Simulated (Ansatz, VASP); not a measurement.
Two plane-wave programs on PbS

Contents of INCAR:

```
  ALGO = Normal
  EDIFF = 1E-6
  ENCUT = 520
  GGA = PS
  ISIF = 2
  ISMEAR = 0
  LASPH = T
  LCHARG = T
  LELF = T
  LREAL = F
  LVHAR = T
  LWAVE = F
  NBANDS = 17
  NELM = 80
  PREC = Accurate
  SIGMA = 0.03
```

KPOINTS

```
k-points
0
Gamma
  12 12 12
```

The input POSCAR:

```
PbS
1.0
    2.1126617058      1.2197458045      3.4519162518
   -2.1126617058      1.2197458045      3.4519162518
    0.0000000000     -2.4394916091      3.4519162518
Pb S
1 1
Direct
    0.9805657800      0.9805657800      0.9805657800
    0.4750355500      0.4750355500      0.4750355500
```

Input for Ansatz:

```yaml
crystal:
  lattice:
    - [2.1126617058, 1.2197458045, 3.4519162518]
    - [-2.1126617058, 1.2197458045, 3.4519162518]
    - [0.0, -2.4394916091, 3.4519162518]
  atoms:
    - { symbol: Pb, position: [0.98056578, 0.98056578, 0.98056578] }
    - { symbol: S, position: [0.47503555, 0.47503555, 0.47503555] }
basis:
  ecutwfc: 420
kpoints:
  mp_grid: { grid: [12, 12, 12] }
hamiltonian:
  xc: pbesol
scf:
  occupations: { method: gaussian, width: 0.03 }
output:
  forces: true
  stress: true
  eigenvalues: true
```

Alike in both runs: task single point; functional PBEsol; k mesh 12 × 12 × 12; occupations gaussian, width 0.03 eV; no spin polarisation.

```csv
,VASP,Ansatz
version,VASP 6.6.1,Ansatz 0.2.0
potentials or method,"VASP PAW PBE potentials, release 64 (Pb_d, S), cutoff 520 eV","scalar-relativistic, plane waves, PAW"
valence electrons in the cell,20,20
```

|  | VASP | Ansatz | Ansatz less VASP |
| --- | --- | --- | --- |
| gap on the k mesh at the Fermi level (eV) | 0.35 | 0.35 | -0.005 |
| least direct gap on the mesh (eV) | 0.35 | 0.35 | -0.005 |
| pressure (GPa) | -2.1 | -2.0 | +0.05 |
| rms of the force components (eV/Å) | 0.006 | 0.006 | -0.0005 |

VASP's potentials were made for PBE, not for PBEsol. Atom by atom the forces differ by 0.000 eV/Å (rms over components).

Spin-orbit coupling is off throughout.
